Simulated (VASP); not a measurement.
HfPdSe2, 4 atoms in the cell. The structure is tetragonal, space group P4/mmm (No. 123). Conventional cell: a = 4.026 Å, b = 4.026 Å, c = 6.873 Å, α = 90.00°, β = 90.00°, γ = 90.00°. Hf (site symmetry 4/mmm) has 4 Se at 2.85 Å and 2 Pd at 3.44 Å within 3.8 Å. Pd (site symmetry 4/mmm) has 4 Se at 2.85 Å and 2 Hf at 3.44 Å within 3.8 Å. Within 3.8 Å of Se (site symmetry 4/mmm) lie 4 Hf at 2.85 Å and 2 Se at 3.44 Å. Within 3.8 Å of Se (site symmetry 4/mmm) lie 4 Pd at 2.85 Å and 2 Se at 3.44 Å. The cell was generated, and may not be a known phase.

```yaml
Program: VASP 6.6.1
Task: single point
Functional: PBE
Potentials_or_basis: VASP PAW PBE potentials, release 64 (Hf_pv, Pd, Se)
Cutoff: 520 eV
k_mesh: 4 × 4 × 4
Occupations: gaussian, width 0.1 eV
Spin: collinear spin
Starting_moments: "[0.0, 1.0, 0.0, 0.0] μB"
Dipole_correction: no
Further_INCAR_settings: ALGO = Normal; EDIFF = 1e-06; NBANDS = 28
```

Potentials or basis: VASP PAW PBE potentials, release 64 (Hf_pv, Pd, Se).

Command:

```bash
$ cat potpaw_PBE.64/Hf_pv/POTCAR potpaw_PBE.64/Pd/POTCAR potpaw_PBE.64/Se/POTCAR > POTCAR
$ mpirun -np 1 vasp_std > vasp.out
```

Hardware: 1 thread of Intel(R) Xeon(R) Platinum 8488C (Sapphire Rapids) (shared host).

Question: Estimate the wall time of this run.

Answer: Run time: 2.4 min on 1 thread of Intel(R) Xeon(R) Platinum 8488C (Sapphire Rapids), on a shared host, peak memory 0.3 GiB. Counts: scf iterations 15, k points 18.
